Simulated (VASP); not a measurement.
Set up this calculation in VASP 6.6.1, as the native input.

```yaml
Task: single point
Functional: PBE
Potentials_or_basis: VASP PAW PBE potentials, release 64 (Mn_pv, S)
Cutoff: 520 eV
k_mesh: 12 × 12 × 12
Occupations: gaussian, width 0.05 eV
Spin: no spin polarisation
Dipole_correction: no
Further_INCAR_settings: ALGO = Normal; EDIFF = 1e-06; NBANDS = 16
```

The structure of MnS lies in POSCAR:

```
MnS
1.0
    0.0000000000      2.3459927727      2.3459927727
    2.3459927727      0.0000000000      2.3459927727
    2.3459927727      2.3459927727      0.0000000000
Mn S
1 1
Direct
    0.0000000000      0.0000000000      0.0000000000
    0.5000000000      0.5000000000      0.5000000000
```

One way to write it, as run:

INCAR

```
PREC = Accurate
ENCUT = 520
EDIFF = 1E-6
ISMEAR = 0
SIGMA = 0.05
LREAL = F
LASPH = T
NELM = 60
ALGO = Normal
ISIF = 2
LWAVE = F
LCHARG = F
GGA = PE
NBANDS = 16
```

KPOINTS

```
regular mesh
0
Gamma
  12 12 12
```

Potentials or basis: VASP PAW PBE potentials, release 64 (Mn_pv, S).

Run with:

```bash
$ cat potpaw_PBE.64/Mn_pv/POTCAR potpaw_PBE.64/S/POTCAR > POTCAR
$ mpirun -np 1 vasp_std > vasp.out
```

It gave:

* Pressure: 0.2 GPa

Caveat: the run has no spin polarisation, though such a crystal can be magnetic.

Wall time 43 s on 1 thread of Intel(R) Xeon(R) Platinum 8259CL CPU @ 2.50GHz (Skylake/Cascade Lake), with other jobs on the host, peak memory 0.17 GiB.
